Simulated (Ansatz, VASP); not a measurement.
# MgS: VASP beside Ansatz

```
CELL_PARAMETERS angstrom
0.00000 2.61712 2.57760
2.61712 0.00000 2.57760
2.61712 2.61712 0.00000
ATOMIC_POSITIONS crystal
Mg 0.00000 0.00000 0.00000
S 0.50000 0.50000 0.50000
```

Alike in both runs: task single point; functional PBEsol; k mesh 6 × 6 × 6; no spin polarisation.

|  | VASP | Ansatz |
| --- | --- | --- |
| version | VASP 6.6.1 | Ansatz 0.2.0 |
| potentials or method | VASP PAW PBE potentials, release 64 (Mg, S), cutoff 600 eV | scalar-relativistic, all-electron LAPW |
| occupations | gaussian, width 0.01 eV | fixed |

```tsv
	VASP	Ansatz	Ansatz less VASP
gap on the k mesh at the Fermi level (eV)	2.62	2.62	0.000
least direct gap on the mesh (eV)	3.55	3.55	+0.001
```

VASP's potentials were made for PBE, not for PBEsol. Ansatz ran all-electron here, and VASP with PAW potentials.
